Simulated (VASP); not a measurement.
# GeW (Fm-3m) in VASP: settings compared, part 2 of 2

VASP 6.6.1. The steps go on from the part before.

**4. Single point, PBE**

This run uses another cell than the first one, of 17.13 Å³/atom, 0.987 times its volume.

Input file INCAR:

```
  ALGO = Normal
  EDIFF = 1E-7
  ENCUT = 520
  GGA = PE
  ISIF = 2
  ISMEAR = 0
  LASPH = True
  LCHARG = False
  LREAL = False
  LWAVE = False
  NBANDS = 21
  NELM = 80
  PREC = Accurate
  SIGMA = 0.012
```

Input file KPOINTS:

```
k-points
0
Gamma
  9 9 9
```

Input file POSCAR:

```
GeW
1.0
    0.0000000000      2.5776100000      2.5776100000
    2.5776100000      0.0000000000      2.5776100000
    2.5776100000      2.5776100000      0.0000000000
Ge W
1 1
Direct
    0.5000000000      0.5000000000      0.5000000000
    0.0000000000      0.0000000000      0.0000000000
```

Potentials or basis: VASP PAW PBE potentials, release 64 (Ge_d, W_sv).

Command:

```sh
> cat potpaw_PBE.64/Ge_d/POTCAR potpaw_PBE.64/W_sv/POTCAR > POTCAR
> mpirun -np 1 vasp_std > vasp.out
```

OUTCAR:

```text
EDIFF = 1E-7
   ENCUT = 520
   GGA = PE
   ISIF = 2
   ISMEAR = 0
   LASPH = True
   LREAL = False
   NELM = 80
   PREC = Accurate

 ion  position               nearest neighbor table
   1  0.500  0.500  0.500-   2 2.58   2 2.58   2 2.58   2 2.58   2 2.58   2 2.58
   2  0.000  0.000  0.000-   1 2.58   1 2.58   1 2.58   1 2.58   1 2.58   1 2.58

  LATTYP: Found a face centered cubic cell.
 ALAT       =     5.1552200000

  Lattice vectors:

 A1 = (   0.0000000000,   2.5776100000,   2.5776100000)
 A2 = (   2.5776100000,   0.0000000000,   2.5776100000)
 A3 = (   2.5776100000,   2.5776100000,   0.0000000000)

Analysis of symmetry for initial positions (statically):
=====================================================================
 Subroutine PRICEL returns:
 Original cell was already a primitive cell.

 Routine SETGRP: Setting up the symmetry group for a
 face centered cubic supercell.

 Subroutine GETGRP returns: Found 48 space group operations
 (whereof 48 operations were pure point group operations)
 out of a pool of 48 trial point group operations.

The static configuration has the point symmetry O_h .

Analysis of symmetry for dynamics (positions and initial velocities):
=====================================================================
 Subroutine PRICEL returns:
 Original cell was already a primitive cell.

 Routine SETGRP: Setting up the symmetry group for a
 face centered cubic supercell.

 Subroutine GETGRP returns: Found 48 space group operations
 (whereof 48 operations were pure point group operations)
 out of a pool of 48 trial point group operations.

The dynamic configuration has the point symmetry O_h .

 Subroutine INISYM returns: Found 48 space group operations
 (whereof 48 operations are pure point group operations),
 and found     1 'primitive' translations

----------------------------------------------------------------------------------------

                                     Primitive cell

  volume of cell :      34.2517

  direct lattice vectors                    reciprocal lattice vectors
     0.000000000  2.577610000  2.577610000    -0.193978143  0.193978143  0.193978143
     2.577610000  0.000000000  2.577610000     0.193978143 -0.193978143  0.193978143
     2.577610000  2.577610000  0.000000000     0.193978143  0.193978143 -0.193978143

  length of vectors
     3.645291021  3.645291021  3.645291021     0.335979998  0.335979998  0.335979998

  position of ions in fractional coordinates (direct lattice)
     0.500000000  0.500000000  0.500000000
     0.000000000  0.000000000  0.000000000

  ion indices of the primitive-cell ions
   primitive index   ion index
                 1           1
                 2           2

----------------------------------------------------------------------------------------

 KPOINTS: k-points

Automatic generation of k-mesh.
 Grid dimensions read from file:
 generate k-points for:    9    9    9

 Generating k-lattice:

  Cartesian coordinates                     Fractional coordinates (reciprocal lattice)
    -0.021553127  0.021553127  0.021553127     0.111111111  0.000000000  0.000000000
     0.021553127 -0.021553127  0.021553127     0.000000000  0.111111111  0.000000000
     0.021553127  0.021553127 -0.021553127     0.000000000  0.000000000  0.111111111

  Length of vectors
     0.037331111  0.037331111  0.037331111

  Shift w.r.t. Gamma in fractional coordinates (k-lattice)
     0.000000000  0.000000000  0.000000000

 Subroutine IBZKPT returns following result:
 ===========================================

 Found     35 irreducible k-points:

 Following reciprocal coordinates:
            Coordinates               Weight
  0.000000  0.000000  0.000000      1.000000
  0.111111  0.000000  0.000000      8.000000
  0.222222  0.000000  0.000000      8.000000
  0.333333  0.000000  0.000000      8.000000
  0.444444  0.000000  0.000000      8.000000
  0.111111  0.111111  0.000000      6.000000
[... 16 lines left out ...]
 -0.333333  0.333333  0.000000     12.000000
  0.444444  0.444444  0.000000      6.000000
 [... further k-points ...]
   k-points           NKPTS =     35   k-points in BZ     NKDIM =     35   number of bands    NBANDS=     21
   number of dos      NEDOS =    301   number of ions     NIONS =      2
   total plane-waves  NPLWV =  21952
   dimension x,y,z NGX =    28 NGY =   28 NGZ =   28
   dimension x,y,z NGXF=    56 NGYF=   56 NGZF=   56
   ions per type =               1   1
   NGX,Y,Z   is equivalent  to a cutoff of  12.77, 12.77, 12.77 a.u.
   NGXF,Y,Z  is equivalent  to a cutoff of  25.54, 25.54, 25.54 a.u.
 SYSTEM =  unknown system
   PREC   = accura    normal or accurate (medium, high low for compatibility)
   ISTART =      0    job   : 0-new  1-cont  2-samecut
   ICHARG =      2    charge: 1-file 2-atom 10-const
   ISPIN  =      1    spin polarized calculation?
   LNONCOLLINEAR =      F non collinear calculations
   LSORBIT =      F    spin-orbit coupling
   LASPH  =      T    aspherical Exc in radial PAW
   ENCUT  =  520.0 eV  38.22 Ry    6.18 a.u.   6.78  6.78  6.78*2*pi/ulx,y,z
   NELM   =     80;   NELMIN=  2; NELMDL= -5     # of ELM steps
   EDIFF  = 0.1E-06   stopping-criterion for ELM
   LREAL  =      F    real-space projection
   EDIFFG = 0.1E-05   stopping-criterion for IOM
   NSW    =      0    number of steps for IOM
   IBRION =     -1    ionic relax: 0-MD 1-quasi-New 2-CG
   NFREE  =      0    steps in history (QN), initial steepest desc. (CG)
   ISIF   =      2    stress and relaxation
   ISYM   =      2    0-nonsym 1-usesym 2-fastsym
   POTIM  = 0.5000    time-step for ionic-motion
   TEBEG  =    0.0;   TEEND  =   0.0 temperature during run
   PSTRESS=    0.0 pullay stress
   NELECT =      28.0000    total number of electrons
   NUPDOWN=      -1.0000    fix difference up-down
   EMIN   =  10.00;   EMAX   =-10.00  energy-range for DOS
   EFERMI =   0.00;   METHOD = LEGACY
   ISMEAR =     0;   SIGMA  =   0.01  broadening in eV -4-tet -1-fermi 0-gaus
   EFERMI_NEDOS =   21; number of points for ismear=-14 and -15
   IALGO  =     38    algorithm
   IMIX   =      4    mixing-type and parameters
     AMIX     =   0.40;   BMIX     =  1.00
     AMIX_MAG =   1.60;   BMIX_MAG =  1.00
  volume/ion in A,a.u.               =      17.13       115.57
  Fermi-wavevector in a.u.,A,eV,Ry     =   1.530736  2.892672 31.880529  2.343153
  Thomas-Fermi vector in A             =   2.638178
   LORBIT       =      0    0 simple, 1 ext, 2 COOP (PROOUT), +10 PAW based schemes
   GGA     = PE    functional components
   LHFCALC =     F    Hartree Fock is set to
   AEXX    =    0.0000 exact exchange contribution
   IVDW    =     0    specifies the selected vdW correction
   LEPSILON=     F    determine dielectric tensor
   LRPA    =     F    only Hartree local field effects (RPA)
 non-spin polarized calculation
 Gauss-broadening in eV      SIGMA  =   0.01
  energy-cutoff  :      520.00
  volume of cell :       34.25
 maximum number of plane-waves:       944
   NGX = 13   NGY = 13   NGZ = 13

 number of electron      27.9999991 magnetization

 Free energy of the ion-electron system (eV)
  ---------------------------------------------------
  ext. energy  EPLUGINS =         0.00000000
  ---------------------------------------------------
  free energy    TOTEN  =       -15.70285448 eV

  energy without entropy =      -15.70273161  energy(sigma->0) =      -15.70279305

 E-fermi :   9.0366     XC(G=0): -12.4202

 val. band max:        9.0179520601   @ k =  -0.3333   0.3333   0.1111
 cond. band min:       9.0500402752   @ k =   0.3333   0.1111   0.0000
 fundamental gap:      0.0320882151
 Fermi energy:         9.0365724735

 k-point     1 :       0.0000    0.0000    0.0000
  band No.  band energies     occupation
      1     -65.4631      2.00000
      2     -29.6477      2.00000
      3     -29.6477      2.00000
      4     -29.6477      2.00000
      5     -15.3956      2.00000
      6     -15.3956      2.00000
[... 13 lines left out ...]
     20      17.2758      0.00000
     21      24.1998      0.00000

 k-point     2 :       0.1111    0.0000    0.0000
  band No.  band energies     occupation
      1     -65.4627      2.00000
      2     -29.6597      2.00000
      3     -29.6498      2.00000
      4     -29.6498      2.00000
      5     -15.3912      2.00000
      6     -15.3912      2.00000
[... 13 lines left out ...]
     20      17.7263      0.00000
     21      21.9201      0.00000
[... 487 lines left out ...]
      5     -15.3817      2.00000
      6     -15.3631      2.00000
[... 13 lines left out ...]
     20      20.0372      0.00000
     21      20.5022      0.00000

 k-point    24 :       0.4444    0.4444    0.0000
  band No.  band energies     occupation
      1     -65.4590      2.00000
      2     -29.7355      2.00000
      3     -29.6836      2.00000
      4     -29.6836      2.00000
      5     -15.3888      2.00000
      6     -15.3843      2.00000
[... 13 lines left out ...]
     20      20.8850      0.00000
     21      23.8884      0.00000

 [... further k-points ...]
[... 5 lines left out ...]
  --------------------------------------------------------------------------------------
  -------------------------------------------------------------------------------------
  Total        0.0919066      0.0919066      0.0919066      0.0000000      0.0000000      0.0000000
  in kB        4.2990792      4.2990792      4.2990792      0.0000000      0.0000000      0.0000000
  external PRESSURE =       4.2990792 kB  Pullay stress =       0.0000000 kB

 VOLUME and BASIS-vectors are now :
 -----------------------------------------------------------------------------
  energy-cutoff  :      520.00
  volume of cell :       34.25
      direct lattice vectors                 reciprocal lattice vectors
     0.000000000  2.577610000  2.577610000    -0.193978143  0.193978143  0.193978143
     2.577610000  0.000000000  2.577610000     0.193978143 -0.193978143  0.193978143
     2.577610000  2.577610000  0.000000000     0.193978143  0.193978143 -0.193978143

 POSITION                                       TOTAL-FORCE (eV/Angst)
 -----------------------------------------------------------------------------------
      2.57761      2.57761      2.57761        -0.000000      0.000000     -0.000000
      0.00000      0.00000      0.00000         0.000000     -0.000000      0.000000
 -----------------------------------------------------------------------------------
    total drift:                                0.000000      0.000000      0.000000

  FREE ENERGIE OF THE ION-ELECTRON SYSTEM (eV)
  ---------------------------------------------------
  free  energy   TOTEN  =       -15.7028544798 eV

  energy  without entropy=      -15.7027316126  energy(sigma->0) =      -15.70279305
```

stdout:

```text
POSCAR found type information on POSCAR GeW
 POSCAR found :  2 types and       2 ions
 scaLAPACK will be used
 LDA part: xc-table for (Slater+PW92), standard interpolation
 POSCAR, INCAR and KPOINTS ok, starting setup
 FFT: planning ... GRIDC
 FFT: planning ... GRID_SOFT
 FFT: planning ... GRID
 WAVECAR not read
 entering main loop
```

Run time: 19 s. Hardware: 1 thread of Intel Xeon 6975P-C, shared host; peak memory 0.17 GiB.

Results:

| Quantity | Value |
| --- | --- |
| Free energy | -15.7029 eV |
| Pressure | 0.4 GPa |
| Band gap on the k mesh | zero (band 14 reaches 9.59 eV, above the bottom of band 15 at 7.88 eV) |

Levels at points of the mesh, in eV from the Fermi level:
| k point | band 10 | band 11 | band 12 | band 13 | band 14 | band 15 | band 16 | band 17 | band 18 | band 19 |
| --- | --- | --- | --- | --- | --- | --- | --- | --- | --- | --- |
| (0.00, 0.00, 0.00) | -12.31 | -1.60 | -1.60 | -1.60 | -0.86 | -0.86 | 2.45 | 2.45 | 2.45 | 7.59 |

Caveat: spin-orbit coupling is left out, which moves the levels of the heavy elements.

**5. Single point, PBE**

This run uses another cell than the first one, of 17.13 Å³/atom, 0.987 times its volume.

Input file INCAR:

```
PREC     = Accurate       # precision mode
ENCUT    = 520            # plane-wave cutoff, eV
EDIFF    = 1E-7           # SCF threshold, eV
ISMEAR   = 0              # smearing method
SIGMA    = 0.013000000000000001 # smearing width, eV
LREAL    = False          # projectors in reciprocal space
LASPH    = True           # aspherical terms in the spheres
NELM     = 80             # most SCF steps
ALGO     = Normal         # electronic algorithm
ISIF     = 2              # what is computed and relaxed
LWAVE    = False          # write WAVECAR
LCHARG   = False          # write CHGCAR
GGA      = PE             # functional
NBANDS   = 21             # bands
```

Input file KPOINTS:

```
Automatic mesh
0
Gamma
  9 9 9
```

POSCAR is that of step 4.

Command:

```sh
> cat potpaw_PBE.64/Ge_d/POTCAR potpaw_PBE.64/W_sv/POTCAR > POTCAR
> mpirun -np 1 vasp_std > vasp.out
```

Wall time 17 s (1 thread of Intel Xeon 6975P-C, shared host); peak memory 0.17 GiB.

The run converged. Its results:

```
Free energy            : -15.7029 eV
Pressure               : 0.4 GPa
Band gap on the k mesh : zero (band 14 reaches 9.59 eV, above the bottom of band 15 at 7.88 eV)
```

Levels at points of the mesh, in eV from the Fermi level:
```
           k point  band 11  band 12  band 13  band 14  band 15  band 16  band 17  band 18
(0.00, 0.00, 0.00)    -1.60    -1.60    -1.60    -0.86    -0.86     2.45     2.45     2.45
```

Caveat: spin-orbit coupling is left out, which moves the levels of the heavy elements.

**6. Single point, PBE**

This run uses another cell than the first one, of 17.13 Å³/atom, 0.987 times its volume.

Input file INCAR:

```
  PREC = Accurate
  ENCUT = 520
  EDIFF = 1E-7
  ISMEAR = 0
  SIGMA = 0.014
  LREAL = False
  LASPH = True
  NELM = 100
  ALGO = Normal
  ISIF = 2
  LWAVE = False
  LCHARG = True
  GGA = PE
  LELF = True
  LVHAR = True
  NBANDS = 21
```

Input file KPOINTS:

```
regular mesh
0
Gamma
  9 9 9
```

POSCAR is that of step 5.

Potentials or basis: VASP PAW PBE potentials, release 64 (Ge_d, W_sv).

Command:

```sh
> cat potpaw_PBE.64/Ge_d/POTCAR potpaw_PBE.64/W_sv/POTCAR > POTCAR
> mpirun -np 1 vasp_std > vasp.out
```

It took 19 s on 1 thread of Intel Xeon 6975P-C, shared host; peak memory 0.17 GiB.

It converged, with:

```
Free energy            : -15.7029 eV
Pressure               : 0.4 GPa
Band gap on the k mesh : zero (band 14 reaches 9.59 eV, above the bottom of band 15 at 7.88 eV)
```

Levels at points of the mesh, in eV from the Fermi level:
```csv
k point,band 12,band 13,band 14,band 15,band 16,band 17
"(0.00, 0.00, 0.00)",-1.60,-1.60,-0.86,-0.86,2.45,2.45
```

Caveat: spin-orbit coupling is left out, which moves the levels of the heavy elements.

**7. The runs side by side**

```csv
level,cell,smearing,gap on the mesh (eV),pressure (GPa)
revPBE,"a = 3.662 Å, angles 60.0°, 2 atoms",fermi-dirac 0.05 eV,none,0.2
BLYP,"a = 3.645 Å, angles 60.0°, 2 atoms",fermi-dirac 0.05 eV,none,8.9
PBE,"a = 3.645 Å, angles 60.0°, 2 atoms",gaussian 0.012 eV,none,0.4
PBE,"a = 3.645 Å, angles 60.0°, 2 atoms",gaussian 0.013 eV,none,0.4
PBE,"a = 3.645 Å, angles 60.0°, 2 atoms",gaussian 0.014 eV,none,0.4
```

Alike in all rows: task single point; potentials or basis VASP PAW PBE potentials, release 64 (Ge_d, W_sv); no spin polarisation; k mesh 9 × 9 × 9; cutoff (eV) 520.

Caveats: spin-orbit coupling is left out, which moves the levels of the heavy elements; the PAW data sets were made with another functional, which shifts forces and pressure a little (some runs).

Total energies depend on the potentials used, so only differences within one code and one set of settings carry meaning.
